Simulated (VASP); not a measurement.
# W (Cmcm) in VASP: further runs, part 2 of 2

VASP 6.6.1.

## Step 3: Single point, PBEsol (mode 4 (104.6 1/cm) frozen in, largest displacement +0.030 Å)

The input, INCAR:

```
SYSTEM = W
  PREC = Accurate
  ENCUT = 520
  EDIFF = 1E-6
  ISMEAR = 0
  SIGMA = 0.15
  LREAL = .False.
  LASPH = .True.
  NELM = 60
  ALGO = Fast
  ISIF = 2
  LWAVE = .False.
  LCHARG = .False.
  GGA = PS
  NBANDS = 21
```

The input, KPOINTS:

```
Automatic mesh
0
Gamma
  22 22 16
  0 0 0
```

The input, POSCAR:

```
W
1.0
    0.0000000000     -1.9989957669     -1.9989957669
    0.0000000000      1.9989957669     -1.9989957669
    3.9979915338      0.0000000000      0.0000000000
W
2
Direct
    0.4924962322      0.4924962322      0.5000000000
    0.0075037678      0.0075037678      0.0000000000
```

Potentials or basis: VASP PAW PBE potentials, release 64 (W_sv).

On the command line:

```
$ cat potpaw_PBE.64/W_sv/POTCAR > POTCAR
$ mpirun -np 1 vasp_std > vasp.out
```

OUTCAR:

```text
SYSTEM = W
   PREC = Accurate
   ENCUT = 520
   EDIFF = 1E-6
   ISMEAR = 0
   LREAL = .False.
   LASPH = .True.
   NELM = 60
   ISIF = 2
   GGA = PS

 ion  position               nearest neighbor table
   1  0.492  0.492  0.500-   2 2.78   2 2.78   2 2.83   2 2.83   2 2.83   2 2.83   2 2.87   2 2.87

   2  0.008  0.008  0.000-   1 2.78   1 2.78   1 2.83   1 2.83   1 2.83   1 2.83   1 2.87   1 2.87

  LATTYP: Found a simple tetragonal cell.
 ALAT       =     2.8270069247
 C/A-ratio  =     1.4142135624

  Lattice vectors:

 A1 = (   0.0000000000,  -1.9989957669,  -1.9989957669)
 A2 = (   0.0000000000,   1.9989957669,  -1.9989957669)
 A3 = (   3.9979915338,   0.0000000000,   0.0000000000)

Analysis of symmetry for initial positions (statically):
=====================================================================
 Subroutine PRICEL returns:
 Original cell was already a primitive cell.

 Routine SETGRP: Setting up the symmetry group for a
 simple tetragonal supercell.

 Subroutine GETGRP returns: Found  8 space group operations
 (whereof  4 operations were pure point group operations)
 out of a pool of 16 trial point group operations.

The static configuration has the point symmetry C_2v.
 The point group associated with its full space group is D_2h.

Analysis of symmetry for dynamics (positions and initial velocities):
=====================================================================
 Subroutine PRICEL returns:
 Original cell was already a primitive cell.

 Routine SETGRP: Setting up the symmetry group for a
 simple tetragonal supercell.

 Subroutine GETGRP returns: Found  8 space group operations
 (whereof  4 operations were pure point group operations)
 out of a pool of 16 trial point group operations.

The dynamic configuration has the point symmetry C_2v.
 The point group associated with its full space group is D_2h.

 Subroutine INISYM returns: Found  8 space group operations
 (whereof  4 operations are pure point group operations),
 and found     1 'primitive' translations

----------------------------------------------------------------------------------------

                                     Primitive cell

  volume of cell :      31.9518

  direct lattice vectors                    reciprocal lattice vectors
     0.000000000 -1.998995767 -1.998995767     0.000000000 -0.250125592 -0.250125592
     0.000000000  1.998995767 -1.998995767     0.000000000  0.250125592 -0.250125592
     3.997991534  0.000000000  0.000000000     0.250125592  0.000000000  0.000000000

  length of vectors
     2.827006925  2.827006925  3.997991534     0.353731005  0.353731005  0.250125592

  position of ions in fractional coordinates (direct lattice)
     0.492496232  0.492496232  0.500000000
     0.007503768  0.007503768  0.000000000

  ion indices of the primitive-cell ions
   primitive index   ion index
                 1           1
                 2           2

----------------------------------------------------------------------------------------

 KPOINTS: Automatic mesh

Automatic generation of k-mesh.
 Grid dimensions read from file:
 generate k-points for:   22   22   16

 Generating k-lattice:

  Cartesian coordinates                     Fractional coordinates (reciprocal lattice)
     0.000000000 -0.011369345 -0.011369345     0.045454545  0.000000000  0.000000000
     0.000000000  0.011369345 -0.011369345     0.000000000  0.045454545  0.000000000
     0.015632850  0.000000000  0.000000000     0.000000000  0.000000000  0.062500000

  Length of vectors
     0.016078682  0.016078682  0.015632850

  Shift w.r.t. Gamma in fractional coordinates (k-lattice)
     0.000000000  0.000000000  0.000000000

 Subroutine IBZKPT returns following result:
 ===========================================

 Found   1197 irreducible k-points:

 Following reciprocal coordinates:
            Coordinates               Weight
  0.000000  0.000000  0.000000      1.000000
  0.045455  0.000000  0.000000      4.000000
  0.090909  0.000000  0.000000      4.000000
  0.136364  0.000000  0.000000      4.000000
  0.181818  0.000000  0.000000      4.000000
  0.227273  0.000000  0.000000      4.000000
[... 16 lines left out ...]
  0.272727  0.045455  0.000000      4.000000
 -0.045455  0.272727  0.000000      4.000000
 [... further k-points ...]
   k-points           NKPTS =   1197   k-points in BZ     NKDIM =   1197   number of bands    NBANDS=     21
   number of dos      NEDOS =    301   number of ions     NIONS =      2
   total plane-waves  NPLWV =  17280
   dimension x,y,z NGX =    24 NGY =   24 NGZ =   30
   dimension x,y,z NGXF=    48 NGYF=   48 NGZF=   60
   ions per type =               2
   NGX,Y,Z   is equivalent  to a cutoff of  14.11, 14.11, 12.47 a.u.
   NGXF,Y,Z  is equivalent  to a cutoff of  28.23, 28.23, 24.95 a.u.
 SYSTEM =  W
   PREC   = accura    normal or accurate (medium, high low for compatibility)
   ISTART =      0    job   : 0-new  1-cont  2-samecut
   ICHARG =      2    charge: 1-file 2-atom 10-const
   ISPIN  =      1    spin polarized calculation?
   LNONCOLLINEAR =      F non collinear calculations
   LSORBIT =      F    spin-orbit coupling
   LASPH  =      T    aspherical Exc in radial PAW
   ENCUT  =  520.0 eV  38.22 Ry    6.18 a.u.   5.26  5.26  7.43*2*pi/ulx,y,z
   NELM   =     60;   NELMIN=  2; NELMDL= -5     # of ELM steps
   EDIFF  = 0.1E-05   stopping-criterion for ELM
   LREAL  =      F    real-space projection
   EDIFFG = 0.1E-04   stopping-criterion for IOM
   NSW    =      0    number of steps for IOM
   IBRION =     -1    ionic relax: 0-MD 1-quasi-New 2-CG
   NFREE  =      0    steps in history (QN), initial steepest desc. (CG)
   ISIF   =      2    stress and relaxation
   ISYM   =      2    0-nonsym 1-usesym 2-fastsym
   POTIM  = 0.5000    time-step for ionic-motion
   TEBEG  =    0.0;   TEEND  =   0.0 temperature during run
   PSTRESS=    0.0 pullay stress
   NELECT =      28.0000    total number of electrons
   NUPDOWN=      -1.0000    fix difference up-down
   EMIN   =  10.00;   EMAX   =-10.00  energy-range for DOS
   EFERMI =   0.00;   METHOD = LEGACY
   ISMEAR =     0;   SIGMA  =   0.15  broadening in eV -4-tet -1-fermi 0-gaus
   EFERMI_NEDOS =   21; number of points for ismear=-14 and -15
   IALGO  =     68    algorithm
   IMIX   =      4    mixing-type and parameters
     AMIX     =   0.40;   BMIX     =  1.00
     AMIX_MAG =   1.60;   BMIX_MAG =  1.00
  volume/ion in A,a.u.               =      15.98       107.81
  Fermi-wavevector in a.u.,A,eV,Ry     =   1.566615  2.960473 33.392545  2.454283
  Thomas-Fermi vector in A             =   2.668917
   LORBIT       =      0    0 simple, 1 ext, 2 COOP (PROOUT), +10 PAW based schemes
   GGA     = PS    functional components
   LHFCALC =     F    Hartree Fock is set to
   AEXX    =    0.0000 exact exchange contribution
   IVDW    =     0    specifies the selected vdW correction
   LEPSILON=     F    determine dielectric tensor
   LRPA    =     F    only Hartree local field effects (RPA)
 non-spin polarized calculation
 RMM-DIIS sequential band-by-band and
 Gauss-broadening in eV      SIGMA  =   0.15
  energy-cutoff  :      520.00
  volume of cell :       31.95
 maximum number of plane-waves:       888
 NGX is ok and might be reduce to    24
   NGX = 11   NGY = 11   NGZ = 15

 number of electron      27.9999997 magnetization

 Free energy of the ion-electron system (eV)
  ---------------------------------------------------
  ext. energy  EPLUGINS =         0.00000000
  ---------------------------------------------------
  free energy    TOTEN  =       -26.62610839 eV

  energy without entropy =      -26.59827249  energy(sigma->0) =      -26.61219044

 E-fermi :  10.6860     XC(G=0): -13.7057

 val. band max:       10.6851110112   @ k =   0.4545   0.1364   0.4375
 cond. band min:      10.6861196640   @ k =  -0.0455   0.3182   0.1875
 fundamental gap:      0.0010086527
 Fermi energy:        10.6859896410

 k-point     1 :       0.0000    0.0000    0.0000
  band No.  band energies     occupation
      1     -62.8857      2.00000
      2     -62.7244      2.00000
      3     -27.6595      2.00000
      4     -26.9326      2.00000
      5     -26.9312      2.00000
      6     -26.4789      2.00000
[... 13 lines left out ...]
     20      16.7057      0.00000
     21      22.6854      0.00000
[... 529 lines left out ...]
 k-point    24 :      -0.0455    0.2727    0.0000
  band No.  band energies     occupation
      1     -62.8341      2.00000
      2     -62.7285      2.00000
      3     -27.4223      2.00000
      4     -27.2487      2.00000
      5     -26.9655      2.00000
      6     -26.8297      2.00000
[... 13 lines left out ...]
     20      18.4719      0.00000
     21      21.9965      0.00000

 [... further k-points ...]
[... 5 lines left out ...]
  --------------------------------------------------------------------------------------
  -------------------------------------------------------------------------------------
  Total        0.2308758      0.2090018      0.0953822      0.0000000      0.0000000      0.0000000
  in kB       11.5769311     10.4800912      4.7828031      0.0000000      0.0000000      0.0000000
  external PRESSURE =       8.9466085 kB  Pullay stress =       0.0000000 kB

 VOLUME and BASIS-vectors are now :
 -----------------------------------------------------------------------------
  energy-cutoff  :      520.00
  volume of cell :       31.95
      direct lattice vectors                 reciprocal lattice vectors
     0.000000000 -1.998995767 -1.998995767     0.000000000 -0.250125592 -0.250125592
     0.000000000  1.998995767 -1.998995767     0.000000000  0.250125592 -0.250125592
     3.997991534  0.000000000  0.000000000     0.250125592  0.000000000  0.000000000

 POSITION                                       TOTAL-FORCE (eV/Angst)
 -----------------------------------------------------------------------------------
      1.99900      0.00000     -1.96900         0.000000      0.000000     -0.224034
      0.00000      0.00000     -0.03000         0.000000      0.000000      0.224034
 -----------------------------------------------------------------------------------
    total drift:                               -0.000000      0.000000      0.000000

  FREE ENERGIE OF THE ION-ELECTRON SYSTEM (eV)
  ---------------------------------------------------
  free  energy   TOTEN  =       -26.6261083874 eV

  energy  without entropy=      -26.5982724915  energy(sigma->0) =      -26.61219044
```

stdout:

```text
POSCAR found type information on POSCAR W
 POSCAR found :  1 types and       2 ions
 scaLAPACK will be used
 -----------------------------------------------------------------------------
|                                                                             |
|                                                                             |
|     You enforced a specific xc type in the INCAR file but a different       |
|     I HOPE YOU KNOW WHAT YOU ARE DOING!                                     |
|                                                                             |
 -----------------------------------------------------------------------------

 LDA part: xc-table for (Slater+PW92), standard interpolation
 POSCAR, INCAR and KPOINTS ok, starting setup
 FFT: planning ... GRIDC
 FFT: planning ... GRID_SOFT
 FFT: planning ... GRID
 WAVECAR not read
 entering main loop
WARNING in EDDRMM: call to ZHEGV failed, returncode =   8  4     19
WARNING in EDDRMM: call to ZHEGV failed, returncode =   8  4     21
WARNING in EDDRMM: call to ZHEGV failed, returncode =   6  3     19
WARNING in EDDRMM: call to ZHEGV failed, returncode =   8  4     19
WARNING in EDDRMM: call to ZHEGV failed, returncode =   8  4     20
WARNING in EDDRMM: call to ZHEGV failed, returncode =   6  3     17
WARNING in EDDRMM: call to ZHEGV failed, returncode =   8  4     20
WARNING in EDDRMM: call to ZHEGV failed, returncode =   8  4     20
WARNING in EDDRMM: call to ZHEGV failed, returncode =   8  4     20
WARNING in EDDRMM: call to ZHEGV failed, returncode =   6  3     20
WARNING in EDDRMM: call to ZHEGV failed, returncode =   8  4     19
WARNING in EDDRMM: call to ZHEGV failed, returncode =   8  4     20
```

It took 3.6 min on 1 thread of Intel Xeon 6975P-C (Granite Rapids), shared host; peak memory 0.67 GiB.

Results:

```
Free energy            : -26.6261 eV
Pressure               : 0.9 GPa
Largest force          : 0.224 eV/Å
Band gap on the k mesh : zero (band 14 reaches 13.91 eV, above the bottom of band 15 at 10.25 eV)
```

Forces on the atoms (eV/Å):
```
W    0.000  0.000 -0.224
W    0.000  0.000  0.224
```

Caveat: the cell differs from its parent crystal (mode 4 (104.6 1/cm) frozen in, largest displacement +0.030 Å); the PAW data sets were made with another functional, which shifts forces and pressure a little; spin-orbit coupling is left out, which moves the levels of the heavy elements.
